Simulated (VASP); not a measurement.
**Na: single point with PBE**

Na:

```
Na
1.0
    -1.87039    1.87039    1.87039
     1.87039   -1.87039    1.87039
     1.87039    1.87039   -1.87039
Na
1
Direct
  0.00000 0.00000 0.00000
```

```yaml
Program: VASP 6.6.1
Task: single point
Functional: PBE
Potentials_or_basis: VASP PAW PBE potentials, release 64 (Na_pv)
Cutoff: 520 eV
k_mesh: 14 × 14 × 14
Occupations: fermi-dirac, width 0.1 eV
Spin: no spin polarisation
Dipole_correction: no
Further_INCAR_settings: ALGO = Normal; EDIFF = 1e-06; NBANDS = 10
```

```
Pressure               : 5.0 GPa
Band gap on the k mesh : zero (an odd number of electrons rules out a gap without spin polarisation)
```

Levels at points of the mesh, in eV from the Fermi level:
```
           k point  band 1  band 2  band 3  band 4  band 5  band 6  band 7  band 8
(0.00, 0.00, 0.00)  -24.72  -24.72  -24.72   -4.09   14.18   14.18   14.18   15.41
(0.50, 0.00, 0.00)  -24.84  -24.76  -24.73    0.88    1.62    9.74   11.49   11.88
(0.50, 0.50, 0.50)  -24.80  -24.80  -24.80    5.07    5.07    6.27    6.27    6.27
```

Wall time 19 s on 1 thread of Intel Xeon 8259CL (shared host), peak memory 0.14 GiB.

Caveat: the cell stands under pressure.
